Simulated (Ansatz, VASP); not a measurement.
**GaN in VASP and in Ansatz**

The input INCAR:

```
SYSTEM = GaN
ALGO = Normal
EDIFF = 1E-8
ENCUT = 520
GGA = PE
ISIF = 2
ISMEAR = -1
LASPH = .True.
LCHARG = .False.
LEFG = .True.
LREAL = .False.
LWAVE = .False.
NBANDS = 16
NELM = 80
PREC = Accurate
SIGMA = 0.02
```

File KPOINTS:

```
k-points
0
Gamma
  13 13 13
  0 0 0
```

Contents of POSCAR:

```
GaN
1.0
   -0.0398500000      1.9725750000      1.9725750000
    1.9725750000     -0.0398500000      1.9725750000
    1.9725750000      1.9725750000     -0.0398500000
Ga N
1 1
Direct
    0.5000000000      0.5000000000      0.5000000000
    0.0000000000      0.0000000000      0.0000000000
```

Input for Ansatz:

```yaml
crystal:
  lattice:
    - [-0.03985, 1.972575, 1.972575]
    - [1.972575, -0.03985, 1.972575]
    - [1.972575, 1.972575, -0.03985]
  atoms:
    - { symbol: Ga, position: [0.5, 0.5, 0.5] }
    - { symbol: "N", position: [0.0, 0.0, 0.0] }
kpoints:
  mp_grid: { grid: [13, 13, 13] }
scf:
  occupations: { method: fermi_dirac, width: 0.02 }
hamiltonian:
  xc: pbe
  pseudopotentials: { kind: all_electron, datasets: crystal }
output:
  forces: true
  stress: true
  eigenvalues: true
  efg: { contact_densities: true }
```

Change from the starting cell: equal xy, yz and zx shear strains of -2 %, crystal datasets.

Alike in both runs: task electric field gradients; functional PBE; k mesh 13 × 13 × 13; occupations fermi-dirac, width 0.02 eV; no spin polarisation.

```csv
,VASP,Ansatz
version,VASP 6.6.1,Ansatz 0.2.0
potentials or method,"VASP PAW PBE potentials, release 64 (Ga_d, N), cutoff 520 eV","all-electron PAW with datasets made for the crystal, scalar-relativistic"
```

```tsv
	VASP	Ansatz	Ansatz less VASP
gap on the k mesh at the Fermi level (eV)	1.81	1.82	+0.018
pressure (GPa)	70.4	69.2	-1.20
traceless stress, the component that is largest in VASP (GPa)	5.13	5.15	+0.019
size of Vzz on the site where it differs most (V/Å²)	4.2	6.6	+2.38
```

Both programs put the cell under a high pressure, so it lies far from rest at this level. Ansatz ran all-electron here, and VASP with PAW potentials.

Noted on VASP's run: the cell as given lies far from equilibrium.
